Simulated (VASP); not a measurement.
Input of a VASP 6.6.1 run:

Contents of INCAR:

```
PREC     = Accurate       # precision mode
ENCUT    = 520            # plane-wave cutoff, eV
EDIFF    = 1E-7           # SCF threshold, eV
ISMEAR   = 0              # smearing method
SIGMA    = 0.1            # smearing width, eV
LREAL    = False          # projectors in reciprocal space
LASPH    = True           # aspherical terms in the spheres
NELM     = 100            # most SCF steps
ALGO     = Normal         # electronic algorithm
ISIF     = 2              # what is computed and relaxed
LWAVE    = False          # write WAVECAR
LCHARG   = True           # write CHGCAR
LELF     = True           # ELF
LVHAR    = True         
NBANDS   = 16             # bands
```

The input KPOINTS:

```
Automatic mesh
0
Gamma
  15 15 10
```

The input POSCAR:

```
ZrB2
1.0
    3.1335658147      0.0000000000      0.0000000000
   -1.5667829074      2.7137476000      0.0000000000
    0.0000000000      0.0000000000      3.4873131165
Zr B
1 2
Direct
    0.0000000000      0.0000000000      0.0000000000
    0.3333333333      0.6666666667      0.5000000000
    0.6666666667      0.3333333333      0.5000000000
```

Potentials or basis: VASP PAW LDA potentials, release 64 (Zr_sv, B).

Launch:

```sh
$ cat potpaw_LDA.64/Zr_sv/POTCAR potpaw_LDA.64/B/POTCAR > POTCAR
$ mpirun -np 1 vasp_std > vasp.out
```

Question: Estimate the band gap on the k mesh.

Answer: Zero (band 9 reaches 11.47 eV, above the bottom of band 10 at 10.58 eV).

Question: Predict the pressure.

Answer: 0.5 GPa.
